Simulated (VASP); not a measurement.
# MnB6 (P6/mmm) in VASP: single point with PBE

Aim: the single point of MnB6 with PBE.

Everything below comes from runs of VASP 6.6.1. Logs are shortened: lines on timing, memory, paths and dates and some standing lists are left out, and cuts for length are marked.

### 1 The cell of the first run

It takes space group P6/mmm (No. 191, hexagonal). The conventional cell has a = 3.566 Å, b = 3.566 Å, c = 5.399 Å, α = 90.00°, β = 90.00°, γ = 120.00°. Within 2.8 Å of Mn (site symmetry 6/mmm) lie 12 B at 2.09 Å. B (site symmetry 2mm) has 5 B at 1.78 to 2.18 Å and 2 Mn at 2.09 Å within 2.4 Å.

### 2 Single point, PBE

POSCAR

```
MnB6
1.0
    3.5663366661      0.0000000000      0.0000000000
   -1.7831683330      3.0885381513      0.0000000000
    0.0000000000      0.0000000000      5.3991537001
Mn B
1 6
Direct
    0.0000000000      0.0000000000      0.5000000000
    0.5000000000      0.5000000000      0.2985372164
    0.0000000000      0.5000000000      0.2985372164
    0.5000000000      0.0000000000      0.2985372164
    0.0000000000      0.5000000000      0.7014627836
    0.5000000000      0.0000000000      0.7014627836
    0.5000000000      0.5000000000      0.7014627836
```

INCAR.step1

```
ALGO = Normal ; EDIFF = 1E-7
ENCUT = 520 ; GGA = PE
ISIF = 2 ; ISMEAR = 0
LASPH = T ; LCHARG = T
LMAXMIX = 4 ; LREAL = F
LWAVE = F ; NBANDS = 24
NELM = 100 ; PREC = Accurate
SIGMA = 0.1
```

KPOINTS.step1

```
k-points
0
Gamma
  12 12 6
```

INCAR.step2

```
ALGO = Normal ; EDIFF = 1E-7
ENCUT = 520 ; GGA = PE
ICHARG = 11 ; ISIF = 2
ISMEAR = -5 ; LASPH = T
LCHARG = F ; LMAXMIX = 4
LORBIT = 11 ; LREAL = F
LWAVE = F ; NEDOS = 1001
NELM = 100 ; PREC = Accurate
SIGMA = 0.1
```

KPOINTS.step2

```
k-points
0
Gamma
  18 18 9
```

Potentials or basis: VASP PAW PBE potentials, release 64 (Mn_pv, B).

On the command line:

```bash
$ cat potpaw_PBE.64/Mn_pv/POTCAR potpaw_PBE.64/B/POTCAR > POTCAR
$ cp INCAR.step1 INCAR
$ cp KPOINTS.step1 KPOINTS
$ mpirun -np 1 vasp_std > vasp.out
$ cp INCAR.step2 INCAR
$ cp KPOINTS.step2 KPOINTS
$ mpirun -np 1 vasp_std > vasp.out
```

OUTCAR:

```text
EDIFF = 1E-7
   ENCUT = 520
   GGA = PE
   ICHARG = 11
   ISIF = 2
   ISMEAR = -5
   LASPH = T
   LORBIT = 11
   LREAL = F
   NELM = 100
   PREC = Accurate

 ion  position               nearest neighbor table
   1  0.000  0.000  0.500-   3 2.09   5 2.09   3 2.09   5 2.09   4 2.09   6 2.09   4 2.09   6 2.09
                             2 2.09   7 2.09   2 2.09   7 2.09
   2  0.500  0.500  0.299-   4 1.78   4 1.78   3 1.78   3 1.78   1 2.09   1 2.09
   3  0.000  0.500  0.299-   2 1.78   2 1.78   4 1.78   4 1.78   1 2.09   1 2.09
   4  0.500  0.000  0.299-   2 1.78   2 1.78   3 1.78   3 1.78   1 2.09   1 2.09
   5  0.000  0.500  0.701-   7 1.78   7 1.78   6 1.78   6 1.78   1 2.09   1 2.09
   6  0.500  0.000  0.701-   7 1.78   7 1.78   5 1.78   5 1.78   1 2.09   1 2.09
   7  0.500  0.500  0.701-   6 1.78   6 1.78   5 1.78   5 1.78   1 2.09   1 2.09

  LATTYP: Found a hexagonal cell.
 ALAT       =     3.5663366661
 C/A-ratio  =     1.5139214846

  Lattice vectors:

 A1 = (   3.5663366661,   0.0000000000,   0.0000000000)
 A2 = (  -1.7831683330,   3.0885381513,   0.0000000000)
 A3 = (   0.0000000000,   0.0000000000,   5.3991537001)

Analysis of symmetry for initial positions (statically):
=====================================================================
 Subroutine PRICEL returns:
 Original cell was already a primitive cell.

 Routine SETGRP: Setting up the symmetry group for a
 hexagonal supercell.

 Subroutine GETGRP returns: Found 24 space group operations
 (whereof 24 operations were pure point group operations)
 out of a pool of 24 trial point group operations.

The static configuration has the point symmetry D_6h.

Analysis of symmetry for dynamics (positions and initial velocities):
=====================================================================
 Subroutine PRICEL returns:
 Original cell was already a primitive cell.

 Routine SETGRP: Setting up the symmetry group for a
 hexagonal supercell.

 Subroutine GETGRP returns: Found 24 space group operations
 (whereof 24 operations were pure point group operations)
 out of a pool of 24 trial point group operations.

The dynamic configuration has the point symmetry D_6h.

 Subroutine INISYM returns: Found 24 space group operations
 (whereof 24 operations are pure point group operations),
 and found     1 'primitive' translations

----------------------------------------------------------------------------------------

                                     Primitive cell

  volume of cell :      59.4704

  direct lattice vectors                    reciprocal lattice vectors
     3.566336666  0.000000000  0.000000000     0.280399775  0.161888886  0.000000000
    -1.783168333  3.088538151  0.000000000     0.000000000  0.323777772  0.000000000
     0.000000000  0.000000000  5.399153700     0.000000000  0.000000000  0.185214212

  length of vectors
     3.566336666  3.566336666  5.399153700     0.323777772  0.323777772  0.185214212

  position of ions in fractional coordinates (direct lattice)
     0.000000000  0.000000000  0.500000000
     0.500000000  0.500000000  0.298537216
     0.000000000  0.500000000  0.298537216
     0.500000000  0.000000000  0.298537216
     0.000000000  0.500000000  0.701462784
     0.500000000  0.000000000  0.701462784
     0.500000000  0.500000000  0.701462784

  ion indices of the primitive-cell ions
   primitive index   ion index
                 1           1
                 2           2
                 3           3
                 4           4
                 5           5
                 6           6
                 7           7

----------------------------------------------------------------------------------------

 KPOINTS: k-points

Automatic generation of k-mesh.
 Grid dimensions read from file:
 generate k-points for:   18   18    9

 Generating k-lattice:

  Cartesian coordinates                     Fractional coordinates (reciprocal lattice)
     0.015577765  0.008993827  0.000000000     0.055555556  0.000000000  0.000000000
     0.000000000  0.017987654  0.000000000     0.000000000  0.055555556  0.000000000
     0.000000000  0.000000000  0.020579357     0.000000000  0.000000000  0.111111111

  Length of vectors
     0.017987654  0.017987654  0.020579357

  Shift w.r.t. Gamma in fractional coordinates (k-lattice)
     0.000000000  0.000000000  0.000000000

 TETIRR: Found   2805 inequivalent tetrahedra from    17496

 Subroutine IBZKPT returns following result:
 ===========================================

 Found    185 irreducible k-points:

 Following reciprocal coordinates:
            Coordinates               Weight
  0.000000  0.000000  0.000000      1.000000
  0.055556 -0.000000  0.000000      6.000000
  0.111111 -0.000000  0.000000      6.000000
  0.166667 -0.000000  0.000000      6.000000
  0.222222 -0.000000  0.000000      6.000000
  0.277778  0.000000  0.000000      6.000000
[... 16 lines left out ...]
  0.333333  0.111111  0.000000     12.000000
  0.388889  0.111111  0.000000     12.000000
 [... further k-points ...]
   k-points           NKPTS =    185   k-points in BZ     NKDIM =    185   number of bands    NBANDS=     19
   number of dos      NEDOS =   1001   number of ions     NIONS =      7
   total plane-waves  NPLWV =  31360
   dimension x,y,z NGX =    28 NGY =   28 NGZ =   40
   dimension x,y,z NGXF=    56 NGYF=   56 NGZF=   80
   ions per type =               1   6
   NGX,Y,Z   is equivalent  to a cutoff of  13.05, 13.05, 12.32 a.u.
   NGXF,Y,Z  is equivalent  to a cutoff of  26.10, 26.10, 24.63 a.u.
 SYSTEM =  unknown system
   PREC   = accura    normal or accurate (medium, high low for compatibility)
   ISTART =      0    job   : 0-new  1-cont  2-samecut
   ICHARG =     11    charge: 1-file 2-atom 10-const
   ISPIN  =      1    spin polarized calculation?
   LNONCOLLINEAR =      F non collinear calculations
   LSORBIT =      F    spin-orbit coupling
   LASPH  =      T    aspherical Exc in radial PAW
   ENCUT  =  520.0 eV  38.22 Ry    6.18 a.u.   6.63  6.63 10.04*2*pi/ulx,y,z
   NELM   =    100;   NELMIN=  2; NELMDL=  0     # of ELM steps
   EDIFF  = 0.1E-06   stopping-criterion for ELM
   LREAL  =      F    real-space projection
   EDIFFG = 0.1E-05   stopping-criterion for IOM
   NSW    =      0    number of steps for IOM
   IBRION =     -1    ionic relax: 0-MD 1-quasi-New 2-CG
   NFREE  =      0    steps in history (QN), initial steepest desc. (CG)
   ISIF   =      2    stress and relaxation
   ISYM   =      2    0-nonsym 1-usesym 2-fastsym
   POTIM  = 0.5000    time-step for ionic-motion
   TEBEG  =    0.0;   TEEND  =   0.0 temperature during run
   PSTRESS=    0.0 pullay stress
   NELECT =      31.0000    total number of electrons
   NUPDOWN=      -1.0000    fix difference up-down
   EMIN   =  10.00;   EMAX   =-10.00  energy-range for DOS
   EFERMI =   0.00;   METHOD = LEGACY
   ISMEAR =    -5;   SIGMA  =   0.10  broadening in eV -4-tet -1-fermi 0-gaus
   EFERMI_NEDOS =   21; number of points for ismear=-14 and -15
   IALGO  =     38    algorithm
   IMIX   =      4    mixing-type and parameters
     AMIX     =   0.40;   BMIX     =  1.00
     AMIX_MAG =   1.60;   BMIX_MAG =  1.00
  volume/ion in A,a.u.               =       8.50        57.33
  Fermi-wavevector in a.u.,A,eV,Ry     =   1.317534  2.489778 23.618286  1.735895
  Thomas-Fermi vector in A             =   2.447568
   LORBIT       =     11    0 simple, 1 ext, 2 COOP (PROOUT), +10 PAW based schemes
   GGA     = PE    functional components
   LHFCALC =     F    Hartree Fock is set to
   AEXX    =    0.0000 exact exchange contribution
   IVDW    =     0    specifies the selected vdW correction
   LEPSILON=     F    determine dielectric tensor
   LRPA    =     F    only Hartree local field effects (RPA)
 non-spin polarized calculation
 Fermi weights with tetrahedron method with Bloechl corrections
  energy-cutoff  :      520.00
  volume of cell :       59.47
 maximum number of plane-waves:      1628
 NGX is ok and might be reduce to    28

 number of electron      31.0000024 magnetization

 Free energy of the ion-electron system (eV)
  ---------------------------------------------------
  ext. energy  EPLUGINS =         0.00000000
  ---------------------------------------------------
  free energy    TOTEN  =       -48.66628469 eV

  energy without entropy =      -48.66628469  energy(sigma->0) =      -48.66628469

 E-fermi :   6.1983     XC(G=0): -11.3885

 val. band max:        6.1995892462   @ k =   0.0556   0.0556   0.0000
 cond. band min:       6.2133997350   @ k =   0.1111  -0.0000   0.0000
 fundamental gap:      0.0138104888
 Fermi energy:         6.1982621114

 k-point     1 :       0.0000    0.0000    0.0000
  band No.  band energies     occupation
      1     -41.6244      2.00000
      2     -41.6244      2.00000
      3     -41.5881      2.00000
      4      -8.8063      2.00000
      5      -4.8539      2.00000
      6      -1.3047      2.00000
[... 11 lines left out ...]
     18      10.2313      0.00000
     19      10.4126      0.00000

 k-point     2 :       0.0556   -0.0000    0.0000
  band No.  band energies     occupation
      1     -41.6250      2.00000
      2     -41.6246      2.00000
      3     -41.5880      2.00000
      4      -8.7667      2.00000
      5      -4.8306      2.00000
      6      -1.4551      2.00000
[... 476 lines left out ...]
 k-point    24 :       0.3889    0.1111    0.0000
  band No.  band energies     occupation
      1     -41.6406      2.00000
      2     -41.6297      2.00000
      3     -41.5876      2.00000
      4      -6.4632      2.00000
      5      -5.1372      2.00000
      6      -3.5371      2.00000
[... 11 lines left out ...]
     18       8.8531      0.00000
     19       9.5310      0.00000

 [... further k-points ...]
[... 5 lines left out ...]
  --------------------------------------------------------------------------------------
  -------------------------------------------------------------------------------------
  Total        0.0232369      0.0232369     -0.0100217      0.0000000      0.0000000      0.0000000
  in kB        0.6260183      0.6260183     -0.2699916      0.0000000      0.0000000      0.0000000
  external PRESSURE =       0.3273483 kB  Pullay stress =       0.0000000 kB

 VOLUME and BASIS-vectors are now :
 -----------------------------------------------------------------------------
  energy-cutoff  :      520.00
  volume of cell :       59.47
      direct lattice vectors                 reciprocal lattice vectors
     3.566336666  0.000000000  0.000000000     0.280399775  0.161888886  0.000000000
    -1.783168333  3.088538151  0.000000000     0.000000000  0.323777772  0.000000000
     0.000000000  0.000000000  5.399153700     0.000000000  0.000000000  0.185214212

 POSITION                                       TOTAL-FORCE (eV/Angst)
 -----------------------------------------------------------------------------------
      0.00000      0.00000      2.69958         0.000000      0.000000      0.000000
      0.89158      1.54427      1.61185         0.000000     -0.000000     -0.010714
     -0.89158      1.54427      1.61185        -0.000000     -0.000000     -0.010714
      1.78317      0.00000      1.61185         0.000000     -0.000000     -0.010714
     -0.89158      1.54427      3.78731         0.000000      0.000000      0.010714
      1.78317      0.00000      3.78731         0.000000     -0.000000      0.010714
      0.89158      1.54427      3.78731        -0.000000      0.000000      0.010714
 -----------------------------------------------------------------------------------
    total drift:                               -0.000000     -0.000000     -0.000000

  FREE ENERGIE OF THE ION-ELECTRON SYSTEM (eV)
  ---------------------------------------------------
  free  energy   TOTEN  =       -48.6662846860 eV

  energy  without entropy=      -48.6662846860  energy(sigma->0) =      -48.66628469

 total charge

# of ion       s       p       d       tot
------------------------------------------
    1        0.413   6.628   5.540  12.581
    2        0.678   1.244   0.000   1.922
    3        0.678   1.244   0.000   1.922
    4        0.678   1.244   0.000   1.922
    5        0.678   1.244   0.000   1.922
    6        0.678   1.244   0.000   1.922
    7        0.678   1.244   0.000   1.922
--------------------------------------------------
tot          4.482  14.094   5.540  24.116
```

It took 2.4 min on 1 thread of AMD EPYC 9R45 (Zen 5), shared host; peak memory 0.28 GiB.

Results:

```
Valence electrons inside the program's atomic spheres : Mn 12.58; B 1.92
```

Caveat: this functional lacks dispersion, which binds the layers, so the pressure and a relaxed spacing across them are unreliable; the run has no spin polarisation, though such a crystal can be magnetic; tetrahedron occupations give inexact forces and stress in metals. Spin polarisation is off, so any magnetic state and its effect on volume and gap are missing.
